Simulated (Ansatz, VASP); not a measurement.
# BAs: VASP beside Ansatz

The input INCAR:

```
PREC = Accurate
ENCUT = 600
EDIFF = 1E-6
ISMEAR = 0
SIGMA = 0.01
LREAL = F
LASPH = T
NELM = 120
ALGO = Normal
ISIF = 2
LWAVE = F
LCHARG = F
GGA = PE
NBANDS = 26
GGA_COMPAT = F
```

The input KPOINTS:

```
Automatic mesh
0
Gamma
  9 9 2
```

The input POSCAR:

```
BAs
1.0
    3.3152577438      0.0000000000      0.0000000000
   -1.6576288719      2.8710974262      0.0000000000
    0.0000000000      0.0000000000      9.7920864056
B As
2 2
Direct
    0.3333333333      0.6666666667      0.2500000000
    0.6666666667      0.3333333333      0.7500000000
    0.6666666667      0.3333333333      0.2500000000
    0.3333333333      0.6666666667      0.7500000000
```

Input for Ansatz:

```yaml
crystal:
  lattice:
    - [3.3152577438, 0.0, 0.0]
    - [-1.6576288719, 2.8710974262, 0.0]
    - [0.0, 0.0, 9.7920864056]
  atoms:
    - { symbol: B, position: [0.3333333333, 0.6666666667, 0.25] }
    - { symbol: B, position: [0.6666666667, 0.3333333333, 0.75] }
    - { symbol: As, position: [0.6666666667, 0.3333333333, 0.25] }
    - { symbol: As, position: [0.3333333333, 0.6666666667, 0.75] }
kpoints:
  mp_grid: { grid: [9, 9, 2] }
hamiltonian:
  xc: pbe
scf:
  occupations: { method: fixed }
  n_extra_bands: 5
output:
  forces: true
  stress: true
  eigenvalues: true
```

Alike in both runs: task single point; functional PBE; k mesh 9 × 9 × 2; no spin polarisation.

```csv
,VASP,Ansatz
version,VASP 6.6.1,Ansatz 0.2.0
potentials or method,"VASP PAW PBE potentials, release 64 (B, As_d)","plane waves, PAW"
plane-wave cutoff (eV),600,420
occupations,"gaussian, width 0.01 eV",fixed
valence electrons in the cell,36,36
```

Ansatz gave:

```
gap on the k mesh at the Fermi level (eV)                     : 0.71
pressure (GPa)                                                : 5.0
traceless stress, the component that is largest in VASP (GPa) : -4.95
```

Question: What did VASP give for the same quantities?

Answer: gap on the k mesh at the Fermi level (eV): 0.71; pressure (GPa): 4.8; traceless stress, the component that is largest in VASP (GPa): -4.77.
